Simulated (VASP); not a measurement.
Input of a VASP 6.6.1 run:

POSCAR

```
Cu2BrCl
1.0
    1.8555100000      1.0712790000      6.0475090000
   -1.8555100000      1.0712790000      6.0475090000
    0.0000000000     -2.1425580000      6.0475090000
Cu Br Cl
2 1 1
Direct
    0.2483970000      0.2483970000      0.2483970000
    0.7516030000      0.7516030000      0.7516030000
    0.0000000000      0.0000000000      0.0000000000
    0.5000000000      0.5000000000      0.5000000000
```

INCAR.step1

```
ALGO     = Normal         # electronic algorithm
EDIFF    = 1E-5           # SCF threshold, eV
ENCUT    = 660            # plane-wave cutoff, eV
GGA      = PE             # functional
GGA_COMPAT= F            
ISMEAR   = 0              # smearing method
LASPH    = T              # aspherical terms in the spheres
LCHARG   = F              # write CHGCAR
LREAL    = F              # projectors in reciprocal space
LWAVE    = T              # write WAVECAR
NBANDS   = 26             # bands
NELM     = 120            # most SCF steps
PREC     = Accurate       # precision mode
SIGMA    = 0.01           # smearing width, eV
```

INCAR.step2

```
ALGO     = Normal         # electronic algorithm
EDIFF    = 1E-6           # SCF threshold, eV
ENCUT    = 660            # plane-wave cutoff, eV
GGA_COMPAT= F            
ISIF     = 2              # what is computed and relaxed
ISMEAR   = 0              # smearing method
ISTART   = 1            
LASPH    = T              # aspherical terms in the spheres
LCHARG   = F              # write CHGCAR
LMIXTAU  = T            
LREAL    = F              # projectors in reciprocal space
LWAVE    = F              # write WAVECAR
METAGGA  = R2SCAN         # meta-GGA
NBANDS   = 26             # bands
NELM     = 120            # most SCF steps
PREC     = Accurate       # precision mode
SIGMA    = 0.01           # smearing width, eV
```

The input KPOINTS:

```
k-points
0
Gamma
  4 4 4
```

Potentials or basis: VASP PAW PBE potentials, release 64 (Cu, Br, Cl).

Launch:

```sh
$ cat potpaw_PBE.64/Cu/POTCAR potpaw_PBE.64/Br/POTCAR potpaw_PBE.64/Cl/POTCAR > POTCAR
$ cp INCAR.step1 INCAR
$ mpirun -np 1 vasp_std > vasp.out
$ cp INCAR.step2 INCAR
$ mpirun -np 1 vasp_std > vasp.out
```

Q: Predict the band gap on the k mesh.

A: 0.73 eV.

Q: What does it give for the largest force?

A: 0.131 eV/Å.

Q: Predict the pressure.

A: -0.5 GPa.

Stress tensor (GPa, compression positive):
```
-0.39  0.00  0.00
 0.00 -0.39  0.00
 0.00  0.00 -0.72
```

Caveat: the k points lie up to 0.50 Å⁻¹ apart; semilocal functionals underestimate gaps, and a narrow one can read as zero; the PAW data sets were made with another functional, which shifts forces and pressure a little. A k mesh can miss the band edges.
